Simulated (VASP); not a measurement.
Input of a VASP 6.6.1 run:

Contents of POSCAR:

```
MgS
1.0
    0.0000000000      2.8591856096      2.8591856096
    2.8591856096      0.0000000000      2.8591856096
    2.8591856096      2.8591856096      0.0000000000
Mg S
1 1
Direct
    0.0000000000      0.0000000000      0.0000000000
    0.2500000000      0.2500000000      0.2500000000
```

File INCAR.step1:

```
ALGO = Normal ; EDIFF = 1E-5
ENCUT = 920 ; GGA = PE
GGA_COMPAT = F ; ISMEAR = 0
LASPH = T ; LCHARG = F
LREAL = F ; LWAVE = T
NBANDS = 15 ; NELM = 120
PREC = Accurate ; SIGMA = 0.01
```

Contents of INCAR.step2:

```
ALGO = Normal ; EDIFF = 1E-6
ENCUT = 920 ; GGA_COMPAT = F
ISIF = 2 ; ISMEAR = 0
ISTART = 1 ; LASPH = T
LCHARG = F ; LMIXTAU = T
LREAL = F ; LWAVE = F
METAGGA = R2SCAN ; NBANDS = 15
NELM = 120 ; PREC = Accurate
SIGMA = 0.01
```

The input KPOINTS:

```
k-points
0
Gamma
  8 8 8
```

Potentials or basis: VASP PAW PBE potentials, release 64 (Mg_sv, S).

Run with:

```console
$ cat potpaw_PBE.64/Mg_sv/POTCAR potpaw_PBE.64/S/POTCAR > POTCAR
$ cp INCAR.step1 INCAR
$ mpirun -np 1 vasp_std > vasp.out
$ cp INCAR.step2 INCAR
$ mpirun -np 1 vasp_std > vasp.out
```

(1) What does it give for the pressure?

(2) Predict the band gap on the k mesh.

Answers

(1) -1.6 GPa.

(2) 3.99 eV.

Caveat: the cell differs from its parent crystal (strain +1.0%); the structure was generated, so it needn't be the stable form of MgS; the PAW data sets were made with another functional, which shifts forces and pressure a little.
